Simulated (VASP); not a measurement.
# Cr (Pm-3m) in VASP: a series of runs, part 2 of 2

VASP 6.6.1.

## Step 4: Single point, BLYP, collinear spin, ferromagnetic start (volume scaled by 1.04)

Contents of INCAR:

```
PREC     = Accurate       # precision mode
ENCUT    = 520            # plane-wave cutoff, eV
EDIFF    = 1E-7           # SCF threshold, eV
ISMEAR   = -1             # smearing method
SIGMA    = 0.05           # smearing width, eV
LREAL    = F              # projectors in reciprocal space
LASPH    = T              # aspherical terms in the spheres
NELM     = 150            # most SCF steps
ALGO     = Normal         # electronic algorithm
ISIF     = 2              # what is computed and relaxed
LWAVE    = F              # write WAVECAR
LCHARG   = F              # write CHGCAR
ISPIN    = 2              # spin polarisation
MAGMOM   = 1.5            # initial moments
LORBIT   = 11             # projections on sites
LMAXMIX  = 4              # l up to which the mixer works
GGA      = B5             # functional
ALDAX    = 1.0          
AGGAX    = 1.0          
AGGAC    = 1.0          
ALDAC    = 0.0          
NBANDS   = 16             # bands
```

Contents of KPOINTS:

```
Automatic mesh
0
Gamma
  15 15 15
```

Contents of POSCAR:

```
Cr
1.0
    2.3971013739      0.0000000000      0.0000000000
    0.0000000000      2.3971013739      0.0000000000
    0.0000000000      0.0000000000      2.3971013739
Cr
1
Direct
    0.0000000000      0.0000000000      0.0000000000
```

Potentials or basis: VASP PAW PBE potentials, release 64 (Cr_pv).

Started as:

```sh
$ cat potpaw_PBE.64/Cr_pv/POTCAR > POTCAR
$ mpirun -np 1 vasp_std > vasp.out
```

OUTCAR:

```text
PREC = Accurate
   ENCUT = 520
   EDIFF = 1E-7
   ISMEAR = -1
   LREAL = F
   LASPH = T
   NELM = 150
   ISIF = 2
   ISPIN = 2
   LORBIT = 11
   GGA = B5

 ion  position               nearest neighbor table
   1  0.000  0.000  0.000-

  LATTYP: Found a simple cubic cell.
 ALAT       =     2.3971013739

  Lattice vectors:

 A1 = (   2.3971013739,   0.0000000000,   0.0000000000)
 A2 = (   0.0000000000,   2.3971013739,   0.0000000000)
 A3 = (   0.0000000000,   0.0000000000,   2.3971013739)

Analysis of symmetry for initial positions (statically):
=====================================================================
 Subroutine PRICEL returns:
 Original cell was already a primitive cell.

 Routine SETGRP: Setting up the symmetry group for a
 simple cubic supercell.

 Subroutine GETGRP returns: Found 48 space group operations
 (whereof 48 operations were pure point group operations)
 out of a pool of 48 trial point group operations.

The static configuration has the point symmetry O_h .

Analysis of symmetry for dynamics (positions and initial velocities):
=====================================================================
[... 639 lines left out ...]
 k-point     1 :       0.0000    0.0000    0.0000
  band No.  band energies     occupation
      1     -33.2718      1.00000
      2     -33.2718      1.00000
      3     -33.2718      1.00000
      4       2.3256      1.00000
      5       6.2546      1.00000
      6       6.2547      1.00000
[... 435 lines left out ...]
      5       7.1559      1.00000
      6       8.2597      1.00000
[... 8 lines left out ...]
     15      34.3798      0.00000
     16      40.6790      0.00000

 [... further k-points ...]

------------------------ aborting loop because EDIFF is reached ----------------------------------------

  FORCE on cell =-STRESS in cart. coord.  units (eV):
  Direction    XX          YY          ZZ          XY          YZ          ZX
  --------------------------------------------------------------------------------------
  -------------------------------------------------------------------------------------
  Total       -0.4613986     -0.4613986     -0.4613986     -0.0000000     -0.0000000     -0.0000000
  in kB      -53.6695121    -53.6695121    -53.6695121     -0.0000000     -0.0000000     -0.0000000
  external PRESSURE =     -53.6695121 kB  Pullay stress =       0.0000000 kB

 VOLUME and BASIS-vectors are now :
 -----------------------------------------------------------------------------
  energy-cutoff  :      520.00
  volume of cell :       13.77
      direct lattice vectors                 reciprocal lattice vectors
     2.397101374  0.000000000  0.000000000     0.417170509  0.000000000  0.000000000
     0.000000000  2.397101374  0.000000000     0.000000000  0.417170509  0.000000000
     0.000000000  0.000000000  2.397101374     0.000000000  0.000000000  0.417170509

 POSITION                                       TOTAL-FORCE (eV/Angst)
 -----------------------------------------------------------------------------------
      0.00000      0.00000      0.00000         0.000000      0.000000      0.000000
 -----------------------------------------------------------------------------------
    total drift:                                0.000000      0.000000      0.000000

  FREE ENERGIE OF THE ION-ELECTRON SYSTEM (eV)
  ---------------------------------------------------
  free  energy   TOTEN  =        -7.4779525613 eV

  energy  without entropy=       -7.4614421564  energy(sigma->0) =       -7.46969736

 total charge

# of ion       s       p       d       tot
------------------------------------------
    1        0.394   6.265   4.312  10.970

 magnetization (x)

# of ion       s       p       d       tot
------------------------------------------
    1        0.000   0.000   0.000   0.000
```

OSZICAR:

```text
N       E                     dE             d eps       ncg     rms          rms(c)
DAV:   1     0.875490114581E+02    0.87549E+02   -0.62674E+03  7888   0.826E+02
DAV:   2    -0.650745881759E+01   -0.94056E+02   -0.89211E+02  8280   0.245E+02
DAV:   3    -0.816811752685E+01   -0.16607E+01   -0.16577E+01  8712   0.365E+01
DAV:   4    -0.817526981810E+01   -0.71523E-02   -0.71522E-02  8688   0.237E+00
DAV:   5    -0.817533617120E+01   -0.66353E-04   -0.66352E-04  8792   0.206E-01    0.107E+01
DAV:   6    -0.747070615740E+01    0.70463E+00   -0.19608E+00  8472   0.204E+01    0.246E+00
DAV:   7    -0.747417835626E+01   -0.34722E-02   -0.59195E-02  8016   0.300E+00    0.143E+00
DAV:   8    -0.747600078790E+01   -0.18224E-02   -0.27135E-03  8904   0.547E-01    0.819E-01
DAV:   9    -0.747793127548E+01   -0.19305E-02   -0.25146E-03  8584   0.438E-01    0.108E-01
DAV:  10    -0.747792965432E+01    0.16212E-05   -0.13401E-04  8144   0.110E-01    0.534E-02
DAV:  11    -0.747793280165E+01   -0.31473E-05   -0.10581E-05  8648   0.336E-02    0.354E-02
DAV:  12    -0.747794563138E+01   -0.12830E-04   -0.16351E-05  8304   0.429E-02    0.114E-02
DAV:  13    -0.747794881006E+01   -0.31787E-05   -0.15211E-06  8464   0.891E-03    0.103E-02
DAV:  14    -0.747795248931E+01   -0.36792E-05   -0.25943E-06  8456   0.186E-02    0.135E-03
DAV:  15    -0.747795256132E+01   -0.72013E-07   -0.13237E-07  7640   0.280E-03
   1 F= -.74779526E+01 E0= -.74696974E+01  d E =-.165104E-01  mag=     0.0003
```

Run time: 20 s. Hardware: 1 thread of Intel Xeon 6975P-C (Granite Rapids), shared host; peak memory 0.15 GiB.

What came out:

```yaml
Free_energy: -7.4780 eV
Pressure: -5.4 GPa
Band_gap_on_the_k_mesh: zero (filled and empty bands overlap)
Net_moment: 0.00 μB per cell
Valence_electrons_inside_the_program's_atomic_spheres: Cr 10.97
```

Caveat: the starting moments collapsed, and a magnetic state may lie lower; the PAW data sets were made with another functional, which shifts forces and pressure a little.

## Step 5: Single point, BLYP, collinear spin, ferromagnetic start (volume scaled by 1.08)

Contents of INCAR:

```
PREC = Accurate
ENCUT = 520
EDIFF = 1E-7
ISMEAR = -1
SIGMA = 0.05
LREAL = False
LASPH = True
NELM = 150
ALGO = Normal
ISIF = 2
LWAVE = False
LCHARG = False
ISPIN = 2
MAGMOM = 1.5
LORBIT = 11
LMAXMIX = 4
GGA = B5
ALDAX = 1.0
AGGAX = 1.0
AGGAC = 1.0
ALDAC = 0.0
NBANDS = 16
```

KPOINTS is that of step 4.

Contents of POSCAR:

```
Cr
1.0
    2.4274476508      0.0000000000      0.0000000000
    0.0000000000      2.4274476508      0.0000000000
    0.0000000000      0.0000000000      2.4274476508
Cr
1
Direct
    0.0000000000      0.0000000000      0.0000000000
```

Started as:

```sh
$ cat potpaw_PBE.64/Cr_pv/POTCAR > POTCAR
$ mpirun -np 1 vasp_std > vasp.out
```

Run time: 21 s. Hardware: 1 thread of Intel Xeon 6975P-C (Granite Rapids), shared host; peak memory 0.15 GiB.

Results (log left out):

```yaml
Free_energy: -7.4517 eV
Pressure: -10.5 GPa
Band_gap_on_the_k_mesh: zero (filled and empty bands overlap)
Net_moment: 0.00 μB per cell
Valence_electrons_inside_the_program's_atomic_spheres: Cr 10.91
```

Levels at points of the mesh, in eV from the Fermi level:
Spin up:
```
           k point  band 4  band 5  band 6  band 7  band 8  band 9
(0.00, 0.00, 0.00)   -6.69   -2.76   -2.76    2.16    2.16    2.16
```
Spin down:
```tsv
k point	band 4	band 5	band 6	band 7	band 8	band 9
(0.00, 0.00, 0.00)	-6.69	-2.76	-2.76	2.16	2.16	2.16
```

Caveat: the starting moments collapsed, and a magnetic state may lie lower; the PAW data sets were made with another functional, which shifts forces and pressure a little.

## Step 6: Single point, BLYP, collinear spin, ferromagnetic start (volume scaled by 1.12)

Contents of INCAR:

```
SYSTEM = Cr
PREC = Accurate
ENCUT = 520
EDIFF = 1E-6
ISMEAR = -1
SIGMA = 0.05
LREAL = .FALSE.
LASPH = .TRUE.
NELM = 150
ALGO = Normal
ISIF = 2
LWAVE = .FALSE.
LCHARG = .TRUE.
ISPIN = 2
MAGMOM = 1.5
LORBIT = 11
LMAXMIX = 4
GGA = B5
ALDAX = 1.0
AGGAX = 1.0
AGGAC = 1.0
ALDAC = 0.0
LELF = .TRUE.
LVHAR = .TRUE.
NBANDS = 16
```

Contents of KPOINTS:

```
Automatic mesh
0
G
  15 15 15
  0 0 0
```

Contents of POSCAR:

```
Cr
1.0
    2.4570535888      0.0000000000      0.0000000000
    0.0000000000      2.4570535888      0.0000000000
    0.0000000000      0.0000000000      2.4570535888
Cr
1
Direct
    0.0000000000      0.0000000000      0.0000000000
```

Potentials or basis: VASP PAW PBE potentials, release 64 (Cr_pv).

Started as:

```sh
$ cat potpaw_PBE.64/Cr_pv/POTCAR > POTCAR
$ mpirun -np 1 vasp_std > vasp.out
```

Wall time 20 s (1 thread of Intel Xeon 6975P-C (Granite Rapids), shared host); peak memory 0.15 GiB.

The run converged. Its results:

* Free energy: -7.4101 eV
* Pressure: -14.7 GPa
* Band gap on the k mesh: zero (filled and empty bands overlap)
* Net moment: 0.00 μB per cell
* Valence electrons inside the program's atomic spheres: Cr 10.86

Levels at points of the mesh, in eV from the Fermi level:
Spin up:
```
           k point  band 2  band 3  band 4  band 5  band 6  band 7  band 8  band 9  band 10  band 11
(0.00, 0.00, 0.00)  -42.50  -42.50   -6.55   -2.64   -2.64    2.05    2.05    2.05     7.10    17.99
```
Spin down:
| k point | band 4 | band 5 | band 6 | band 7 | band 8 | band 9 |
| --- | --- | --- | --- | --- | --- | --- |
| (0.00, 0.00, 0.00) | -6.55 | -2.64 | -2.64 | 2.05 | 2.05 | 2.05 |

Caveat: the starting moments collapsed, and a magnetic state may lie lower; the PAW data sets were made with another functional, which shifts forces and pressure a little.
